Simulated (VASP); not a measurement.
# Au (I4/mmm) in VASP: a series of runs

The runs below take Au through single point, with r2SCAN.

Everything below comes from runs of VASP 6.6.1. Logs are shortened: lines on timing, memory, paths and dates and some standing lists are left out, and cuts for length are marked.

### Step 1. The cell of the first run

Symmetry: I4/mmm, No. 139, tetragonal system. Conventional cell: a = 2.829 Å, b = 2.829 Å, c = 4.347 Å, α = 90.00°, β = 90.00°, γ = 90.00°. Au (site symmetry 4/mmm) has 12 Au at 2.83 to 2.95 Å within 3.7 Å.

### Step 2. Single point, r2SCAN (biaxial strain in the a-b plane: -3.0 %, then relaxed in part)

Contents of POSCAR:

```
Au
1.0
    2.0003241523      2.0003241523      0.0000000000
   -2.0003241523      2.0003241523      0.0000000000
    0.0000000000      0.0000000000      4.3473797951
Au
2
Direct
    0.0000000000      0.0000000000      0.0000000000
    0.5000000000      0.5000000000      0.5000000000
```

Contents of INCAR.step1:

```
PREC = Accurate ; ENCUT = 520
ISMEAR = 0 ; SIGMA = 0.1
LREAL = False ; LASPH = True
NELM = 80 ; NBANDS = 18
GGA = PE ; ALGO = Normal
EDIFF = 1E-4 ; LWAVE = True
LCHARG = False
```

Contents of INCAR.step2:

```
PREC = Accurate ; ENCUT = 520
EDIFF = 1E-6 ; ISMEAR = 0
SIGMA = 0.1 ; LREAL = False
LASPH = True ; NELM = 80
ALGO = Normal ; ISIF = 2
LWAVE = False ; LCHARG = False
METAGGA = R2SCAN ; LMIXTAU = True
NBANDS = 18 ; ISTART = 1
```

Contents of KPOINTS:

```
regular mesh
0
Gamma
  18 18 12
```

Potentials or basis: VASP PAW PBE potentials, release 64 (Au).

Launch:

```console
cat potpaw_PBE.64/Au/POTCAR > POTCAR
cp INCAR.step1 INCAR
mpirun -np 1 vasp_std > vasp.out
cp INCAR.step2 INCAR
mpirun -np 1 vasp_std > vasp.out
```

OUTCAR:

```text
PREC = Accurate
   ENCUT = 520
   EDIFF = 1E-6
   ISMEAR = 0
   LREAL = False
   LASPH = True
   NELM = 80
   ISIF = 2
   METAGGA = R2SCAN
   ISTART = 1

 ion  position               nearest neighbor table
   1  0.000  0.000  0.000-   2 2.95   2 2.95   2 2.95   2 2.95   2 2.95   2 2.95   2 2.95   2 2.95

   2  0.500  0.500  0.500-   1 2.95   1 2.95   1 2.95   1 2.95   1 2.95   1 2.95   1 2.95   1 2.95

  LATTYP: Found a simple tetragonal cell.
 ALAT       =     2.8288855453
 C/A-ratio  =     1.5367817911

  Lattice vectors:

 A1 = (   2.0003241523,   2.0003241523,   0.0000000000)
 A2 = (  -2.0003241523,   2.0003241523,   0.0000000000)
 A3 = (   0.0000000000,   0.0000000000,   4.3473797951)

Analysis of symmetry for initial positions (statically):
=====================================================================
 Subroutine PRICEL returns following result:

  LATTYP: Found a body centered tetragonal cell.
 ALAT       =     2.8288855453
 C/A-ratio  =     1.5367817911

  Lattice vectors:

 A1 = (   2.0003241523,   0.0000000000,  -2.1736898976)
 A2 = (  -2.0003241523,   0.0000000000,  -2.1736898976)
 A3 = (   0.0000000000,   2.0003241523,   2.1736898976)

   2 primitive cells build up your supercell.

 Routine SETGRP: Setting up the symmetry group for a
 simple tetragonal supercell.

 Subroutine GETGRP returns: Found 16 space group operations
 (whereof 16 operations were pure point group operations)
 out of a pool of 16 trial point group operations.

The static configuration has the point symmetry D_4h.

Analysis of symmetry for dynamics (positions and initial velocities):
=====================================================================
 Subroutine PRICEL returns following result:

  LATTYP: Found a body centered tetragonal cell.
 ALAT       =     2.8288855453
 C/A-ratio  =     1.5367817911

  Lattice vectors:

 A1 = (   2.0003241523,   0.0000000000,  -2.1736898976)
 A2 = (  -2.0003241523,   0.0000000000,  -2.1736898976)
 A3 = (   0.0000000000,   2.0003241523,   2.1736898976)

   2 primitive cells build up your supercell.

 Routine SETGRP: Setting up the symmetry group for a
 simple tetragonal supercell.

 Subroutine GETGRP returns: Found 16 space group operations
 (whereof 16 operations were pure point group operations)
 out of a pool of 16 trial point group operations.

The dynamic configuration has the point symmetry D_4h.

 Subroutine INISYM returns: Found 16 space group operations
 (whereof 16 operations are pure point group operations),
 and found     2 'primitive' translations
[... 84 lines left out ...]
   PREC   = accura    normal or accurate (medium, high low for compatibility)
   ISTART =      1    job   : 0-new  1-cont  2-samecut
   ICHARG =      0    charge: 1-file 2-atom 10-const
   ISPIN  =      1    spin polarized calculation?
   LNONCOLLINEAR =      F non collinear calculations
   LSORBIT =      F    spin-orbit coupling
   LASPH  =      T    aspherical Exc in radial PAW
   ENCUT  =  520.0 eV  38.22 Ry    6.18 a.u.   5.26  5.26  8.08*2*pi/ulx,y,z
   NELM   =     80;   NELMIN=  2; NELMDL=  0     # of ELM steps
   EDIFF  = 0.1E-05   stopping-criterion for ELM
   LREAL  =      F    real-space projection
[... 7 lines left out ...]
   TEBEG  =    0.0;   TEEND  =   0.0 temperature during run
   PSTRESS=    0.0 pullay stress
   NELECT =      22.0000    total number of electrons
   NUPDOWN=      -1.0000    fix difference up-down
   EMIN   =  10.00;   EMAX   =-10.00  energy-range for DOS
   EFERMI =   0.00;   METHOD = LEGACY
   ISMEAR =     0;   SIGMA  =   0.10  broadening in eV -4-tet -1-fermi 0-gaus
   EFERMI_NEDOS =   21; number of points for ismear=-14 and -15
   IALGO  =     38    algorithm
   IMIX   =      4    mixing-type and parameters
     AMIX     =   0.40;   BMIX     =  1.00
     AMIX_MAG =   1.60;   BMIX_MAG =  1.00
  volume/ion in A,a.u.               =      17.40       117.39
  Fermi-wavevector in a.u.,A,eV,Ry     =   1.405172  2.655391 26.864833  1.974509
  Thomas-Fermi vector in A             =   2.527660
   LORBIT       =      0    0 simple, 1 ext, 2 COOP (PROOUT), +10 PAW based schemes
   METAGGA = R2SCAN    functional components
   LHFCALC =     F    Hartree Fock is set to
   AEXX    =    0.0000 exact exchange contribution
   IVDW    =     0    specifies the selected vdW correction
   LEPSILON=     F    determine dielectric tensor
   LRPA    =     F    only Hartree local field effects (RPA)
 non-spin polarized calculation
 Gauss-broadening in eV      SIGMA  =   0.10
  energy-cutoff  :      520.00
  volume of cell :       34.79
 maximum number of plane-waves:       960
 NGX is ok and might be reduce to    24
   NGX = 11   NGY = 11   NGZ = 17

 number of electron      21.9999999 magnetization

 Free energy of the ion-electron system (eV)
  ---------------------------------------------------
  ext. energy  EPLUGINS =         0.00000000
  ---------------------------------------------------
  free energy    TOTEN  =      -101.17283466 eV

  energy without entropy =     -101.17009282  energy(sigma->0) =     -101.17146374

 E-fermi :   9.0283     XC(G=0): -13.4825

 val. band max:        9.0172488478   @ k =   0.5000   0.0556   0.2500
 cond. band min:       9.0293815343   @ k =   0.5000   0.0000   0.1667
 fundamental gap:      0.0121326865
 Fermi energy:         9.0283392011

 k-point     1 :       0.0000    0.0000    0.0000
  band No.  band energies     occupation
      1      -0.8787      2.00000
      2       1.7390      2.00000
      3       2.0528      2.00000
      4       3.6446      2.00000
      5       4.4305      2.00000
      6       4.4305      2.00000
[... 481 lines left out ...]
      5       3.8619      2.00000
      6       4.2044      2.00000
[... 10 lines left out ...]
     17      22.8905      0.00000
     18      27.6187      0.00000

 [... further k-points ...]

------------------------ aborting loop because EDIFF is reached ----------------------------------------

  FORCE on cell =-STRESS in cart. coord.  units (eV):
  Direction    XX          YY          ZZ          XY          YZ          ZX
  --------------------------------------------------------------------------------------
  -------------------------------------------------------------------------------------
  Total        0.5909635      0.5909635      0.0487670      0.0000000      0.0000000     -0.0000000
  in kB       27.2152879     27.2152879      2.2458381      0.0000000      0.0000000     -0.0000000
  external PRESSURE =      18.8921380 kB  Pullay stress =       0.0000000 kB

 VOLUME and BASIS-vectors are now :
 -----------------------------------------------------------------------------
  energy-cutoff  :      520.00
  volume of cell :       34.79
      direct lattice vectors                 reciprocal lattice vectors
     2.000324152  2.000324152  0.000000000     0.249959488  0.249959488  0.000000000
    -2.000324152  2.000324152  0.000000000    -0.249959488  0.249959488  0.000000000
     0.000000000  0.000000000  4.347379795     0.000000000  0.000000000  0.230023611

 POSITION                                       TOTAL-FORCE (eV/Angst)
 -----------------------------------------------------------------------------------
      0.00000      0.00000      0.00000         0.000000     -0.000000     -0.000000
      0.00000      2.00032      2.17369        -0.000000      0.000000      0.000000
 -----------------------------------------------------------------------------------
    total drift:                               -0.000000      0.000000     -0.000000

  FREE ENERGIE OF THE ION-ELECTRON SYSTEM (eV)
  ---------------------------------------------------
  free  energy   TOTEN  =      -101.1728346560 eV

  energy  without entropy=     -101.1700928186  energy(sigma->0) =     -101.17146374
```

OSZICAR.step1:

```text
N       E                     dE             d eps       ncg     rms          rms(c)
DAV:   1     0.123629591033E+03    0.12363E+03   -0.11545E+04 14228   0.117E+03
DAV:   2    -0.484960868252E+01   -0.12848E+03   -0.12236E+03 14750   0.259E+02
DAV:   3    -0.693511259058E+01   -0.20855E+01   -0.20742E+01 16078   0.334E+01
DAV:   4    -0.694461045048E+01   -0.94979E-02   -0.94967E-02 15062   0.241E+00
DAV:   5    -0.694469820596E+01   -0.87755E-04   -0.87756E-04 15314   0.243E-01    0.124E+01
DAV:   6    -0.644790035059E+01    0.49680E+00   -0.92560E-01 14392   0.883E+00    0.797E+00
DAV:   7    -0.641236099915E+01    0.35539E-01   -0.10481E-01 15300   0.296E+00    0.339E+00
DAV:   8    -0.640819849785E+01    0.41625E-02   -0.82707E-03 14676   0.736E-01    0.371E-01
DAV:   9    -0.640816710398E+01    0.31394E-04   -0.37512E-05  9452   0.544E-02
   1 F= -.64081671E+01 E0= -.64067917E+01  d E =-.275080E-02
```

It took 6.1 min on 1 thread of Intel Xeon Platinum 8259CL at 2.50GHz (Skylake/Cascade Lake), shared host; peak memory 0.31 GiB.

What came out:

- Free energy: -101.1728 eV
- Pressure: 1.9 GPa
- Band gap on the k mesh: zero (bands 11 and 12 overlap by 8.23 eV)

Stress tensor (GPa, compression positive):
```
2.72 0.00 0.00
0.00 2.72 0.00
0.00 0.00 0.22
```

Caveat: the cell differs from its parent crystal (biaxial strain in the a-b plane: -3.0 %, then relaxed in part); the PAW data sets were made with another functional, which shifts forces and pressure a little; spin-orbit coupling is left out, which moves the levels of the heavy elements.

### Step 3. Single point, r2SCAN (biaxial strain in the a-b plane: -2.0 %, then relaxed in part)

Contents of POSCAR:

```
Au
1.0
    2.0209460508      2.0209460508      0.0000000000
   -2.0209460508      2.0209460508      0.0000000000
    0.0000000000      0.0000000000      4.2675391713
Au
2
Direct
    0.0000000000      0.0000000000      0.0000000000
    0.5000000000      0.5000000000      0.5000000000
```

Contents of INCAR.step1:

```
SYSTEM = Au
PREC = Accurate
ENCUT = 520
ISMEAR = 0
SIGMA = 0.1
LREAL = .FALSE.
LASPH = .TRUE.
NELM = 60
NBANDS = 18
GGA = PE
ALGO = Normal
EDIFF = 1E-4
LWAVE = .TRUE.
LCHARG = .FALSE.
```

Contents of INCAR.step2:

```
SYSTEM = Au
PREC = Accurate
ENCUT = 520
EDIFF = 1E-6
ISMEAR = 0
SIGMA = 0.1
LREAL = .FALSE.
LASPH = .TRUE.
NELM = 60
ALGO = Normal
ISIF = 2
LWAVE = .FALSE.
LCHARG = .FALSE.
METAGGA = R2SCAN
LMIXTAU = .TRUE.
NBANDS = 18
ISTART = 1
```

Contents of KPOINTS:

```
Automatic mesh
0
G
  18 18 12
  0 0 0
```

Potentials or basis: VASP PAW PBE potentials, release 64 (Au).

Launch:

```console
cat potpaw_PBE.64/Au/POTCAR > POTCAR
cp INCAR.step1 INCAR
mpirun -np 1 vasp_std > vasp.out
cp INCAR.step2 INCAR
mpirun -np 1 vasp_std > vasp.out
```

OUTCAR:

```text
SYSTEM = Au
   PREC = Accurate
   ENCUT = 520
   EDIFF = 1E-6
   ISMEAR = 0
   LREAL = .FALSE.
   LASPH = .TRUE.
   NELM = 60
   ISIF = 2
   METAGGA = R2SCAN
   ISTART = 1

 ion  position               nearest neighbor table
   1  0.000  0.000  0.000-   2 2.94   2 2.94   2 2.94   2 2.94   2 2.94   2 2.94   2 2.94   2 2.94

   2  0.500  0.500  0.500-   1 2.94   1 2.94   1 2.94   1 2.94   1 2.94   1 2.94   1 2.94   1 2.94

  LATTYP: Found a simple tetragonal cell.
 ALAT       =     2.8580493139
 C/A-ratio  =     1.4931649887

  Lattice vectors:

 A1 = (   2.0209460508,   2.0209460508,   0.0000000000)
 A2 = (  -2.0209460508,   2.0209460508,   0.0000000000)
 A3 = (   0.0000000000,   0.0000000000,   4.2675391713)

Analysis of symmetry for initial positions (statically):
=====================================================================
 Subroutine PRICEL returns following result:

  LATTYP: Found a body centered tetragonal cell.
 ALAT       =     2.8580493139
 C/A-ratio  =     1.4931649887

  Lattice vectors:

 A1 = (   2.0209460508,   0.0000000000,  -2.1337695856)
 A2 = (  -2.0209460508,   0.0000000000,  -2.1337695857)
 A3 = (   0.0000000000,   2.0209460508,   2.1337695857)
[... 181 lines left out ...]

 E-fermi :   8.9837     XC(G=0): -13.4692

 val. band max:        8.9795740568   @ k =   0.2778   0.0556   0.3333
 cond. band min:       9.0002450958   @ k =   0.5000   0.1111   0.0000
 fundamental gap:      0.0206710390
 Fermi energy:         8.9836581803

 k-point     1 :       0.0000    0.0000    0.0000
  band No.  band energies     occupation
      1      -0.8903      2.00000
      2       1.7680      2.00000
      3       2.0668      2.00000
      4       3.8044      2.00000
      5       4.3052      2.00000
      6       4.3052      2.00000
[... 481 lines left out ...]
      5       3.9071      2.00000
      6       4.2432      2.00000
[... 10 lines left out ...]
     17      22.9971      0.00000
     18      27.3058      0.00000

 [... further k-points ...]

------------------------ aborting loop because EDIFF is reached ----------------------------------------

  FORCE on cell =-STRESS in cart. coord.  units (eV):
  Direction    XX          YY          ZZ          XY          YZ          ZX
  --------------------------------------------------------------------------------------
  -------------------------------------------------------------------------------------
  Total        0.4344103      0.4344103      0.0525741      0.0000000      0.0000000      0.0000000
  in kB       19.9661232     19.9661232      2.4163810      0.0000000      0.0000000      0.0000000
  external PRESSURE =      14.1162091 kB  Pullay stress =       0.0000000 kB

 VOLUME and BASIS-vectors are now :
 -----------------------------------------------------------------------------
  energy-cutoff  :      520.00
  volume of cell :       34.86
      direct lattice vectors                 reciprocal lattice vectors
     2.020946051  2.020946051  0.000000000     0.247408881  0.247408881  0.000000000
    -2.020946051  2.020946051  0.000000000    -0.247408881  0.247408881  0.000000000
     0.000000000  0.000000000  4.267539171     0.000000000  0.000000000  0.234327082

 POSITION                                       TOTAL-FORCE (eV/Angst)
 -----------------------------------------------------------------------------------
      0.00000      0.00000      0.00000         0.000000      0.000000     -0.000000
      0.00000      2.02095      2.13377        -0.000000     -0.000000      0.000000
 -----------------------------------------------------------------------------------
    total drift:                               -0.000000      0.000000     -0.000000

  FREE ENERGIE OF THE ION-ELECTRON SYSTEM (eV)
  ---------------------------------------------------
  free  energy   TOTEN  =      -101.1822802235 eV

  energy  without entropy=     -101.1794283136  energy(sigma->0) =     -101.18085427
```

Wall time 6.8 min (1 thread of Intel Xeon Platinum 8259CL at 2.50GHz (Skylake/Cascade Lake), shared host); peak memory 0.31 GiB.

Results:

```
Free energy            : -101.1823 eV
Pressure               : 1.4 GPa
Band gap on the k mesh : zero (bands 11 and 12 overlap by 8.05 eV)
```

Caveat: the cell differs from its parent crystal (biaxial strain in the a-b plane: -2.0 %, then relaxed in part); the PAW data sets were made with another functional, which shifts forces and pressure a little; spin-orbit coupling is left out, which moves the levels of the heavy elements.

### Step 4. Single point, r2SCAN (biaxial strain in the a-b plane: -1.0 %, then relaxed in part)

Contents of POSCAR:

```
Au
1.0
    2.0415679493      2.0415679493      0.0000000000
   -2.0415679493      2.0415679493      0.0000000000
    0.0000000000      0.0000000000      4.1929370939
Au
2
Direct
    0.0000000000      0.0000000000      0.0000000000
    0.5000000000      0.5000000000      0.5000000000
```

Contents of INCAR.step1:

```
SYSTEM = Au
PREC = Accurate
ENCUT = 520
ISMEAR = 0
SIGMA = 0.1
LREAL = .False.
LASPH = .True.
NELM = 60
NBANDS = 18
GGA = PE
ALGO = Normal
EDIFF = 1E-4
LWAVE = .True.
LCHARG = .False.
```

Contents of INCAR.step2:

```
SYSTEM = Au
PREC = Accurate
ENCUT = 520
EDIFF = 1E-7
ISMEAR = 0
SIGMA = 0.1
LREAL = .False.
LASPH = .True.
NELM = 60
ALGO = Normal
ISIF = 2
LWAVE = .False.
LCHARG = .False.
METAGGA = R2SCAN
LMIXTAU = .True.
NBANDS = 18
ISTART = 1
```

Contents of KPOINTS:

```
regular mesh
0
Gamma
  18 18 12
  0 0 0
```

Launch:

```console
cat potpaw_PBE.64/Au/POTCAR > POTCAR
cp INCAR.step1 INCAR
mpirun -np 1 vasp_std > vasp.out
cp INCAR.step2 INCAR
mpirun -np 1 vasp_std > vasp.out
```

Wall time 6.8 min (1 thread of Intel Xeon Platinum 8259CL at 2.50GHz (Skylake/Cascade Lake), shared host); peak memory 0.31 GiB.

Results (log left out):

- Free energy: -101.1885 eV
- Pressure: 0.9 GPa
- Band gap on the k mesh: zero (bands 11 and 12 overlap by 7.84 eV)

Stress tensor (GPa, compression positive):
```
1.23 0.00 0.00
0.00 1.23 0.00
0.00 0.00 0.26
```

Levels at points of the mesh, in eV from the Fermi level:
```tsv
k point	band 8	band 9	band 10	band 11	band 12	band 13	band 14	band 15
(0.00, 0.00, 0.00)	-3.23	-2.21	-1.85	-1.85	0.95	5.37	10.76	10.76
(0.50, 0.00, 0.00)	-3.90	-3.29	-3.29	-0.23	-0.23	8.46	8.46	10.28
(0.50, 0.50, 0.00)	-1.93	-1.73	-1.73	1.40	1.40	6.00	6.00	10.27
(0.00, 0.00, 0.50)	-3.55	-3.55	-3.55	-2.74	-2.74	15.36	15.36	15.36
(0.50, 0.00, 0.50)	-2.22	-2.11	-2.11	-0.69	-0.69	3.03	3.03	14.77
(0.50, 0.50, 0.50)	-3.49	-1.73	-1.73	5.04	5.04	6.47	6.47	6.47
```

Caveat: the cell differs from its parent crystal (biaxial strain in the a-b plane: -1.0 %, then relaxed in part); the PAW data sets were made with another functional, which shifts forces and pressure a little; spin-orbit coupling is left out, which moves the levels of the heavy elements.

### Step 5. The runs side by side

```csv
cell,gap on the mesh (eV),pressure (GPa)
"a = 2.829, b = 2.829, c = 4.347 Å, 2 atoms",none,1.9
"a = 2.858, b = 2.858, c = 4.268 Å, 2 atoms",none,1.4
"a = 2.887, b = 2.887, c = 4.193 Å, 2 atoms",none,0.9
```

Alike in all rows: task single point; level r2SCAN; potentials or basis VASP PAW PBE potentials, release 64 (Au); no spin polarisation; k mesh 18 × 18 × 12; cutoff (eV) 520; smearing gaussian 0.1 eV.

Caveats: the PAW data sets were made with another functional, which shifts forces and pressure a little; spin-orbit coupling is left out, which moves the levels of the heavy elements.

Absolute energies hang on the potentials; compare differences alone.

The gap in the log of VASP goes by the Fermi energy; the results here count the filled bands.